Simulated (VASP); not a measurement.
Write the native input for VASP 6.6.1 that does the following.

```yaml
Task: single point
Functional: PBE
Potentials_or_basis: VASP PAW PBE potentials, release 64 (Ag, Sb)
Cutoff: 500 eV
k_mesh: 4 × 4 × 2
Occupations: gaussian, width 0.2 eV
Spin: no spin polarisation
Dipole_correction: no
Further_INCAR_settings: ALGO = Normal; EDIFF = 1e-06; NBANDS = 30
```

The structure of Ag3Sb2 lies in POSCAR:

```
Ag3Sb2
1.0
    4.5204220116      0.0000000000      0.0000000000
    0.0000000000      4.5204220116      0.0000000000
    0.0000000000      0.0000000000      6.1255081038
Ag Sb
3 2
Direct
    0.5000000000      0.0000000000     -0.0238818662
    0.0000000000      0.5000000000     -0.0238818662
    0.0000000000      0.0000000000      0.2386931940
    0.5000000000      0.0000000000      0.5235463791
    0.0000000000      0.5000000000      0.5235463791
```

The cell was generated, and may not be a known phase.

One way to write it, as run:

INCAR

```
SYSTEM = Ag3Sb2
PREC = Accurate ; ENCUT = 500
EDIFF = 1E-6 ; ISMEAR = 0
SIGMA = 0.2 ; LREAL = .False.
LASPH = .True. ; NELM = 120
ALGO = Normal ; ISIF = 2
LWAVE = .False. ; LCHARG = .True.
GGA = PE ; LELF = .True.
LVHAR = .True. ; NBANDS = 30
GGA_COMPAT = .False.
```

KPOINTS

```
Automatic mesh
0
Gamma
  4 4 2
  0 0 0
```

Potentials or basis: VASP PAW PBE potentials, release 64 (Ag, Sb).

The run is started by

```console
$ cat potpaw_PBE.64/Ag/POTCAR potpaw_PBE.64/Sb/POTCAR > POTCAR
$ mpirun -np 1 vasp_std > vasp.out
```

It gave:

- Pressure: 0.2 GPa
- Largest force: 0.011 eV/Å
- Band gap on the k mesh: zero (an odd number of electrons rules out a gap without spin polarisation)

Caveat: the k points lie up to 0.51 Å⁻¹ apart, too coarse for converged energies and pressures of a metal; spin-orbit coupling is left out, which moves the levels of the heavy elements.

Wall time 53 s on 1 thread of AMD EPYC 7R13 (shared host), peak memory 0.21 GiB.
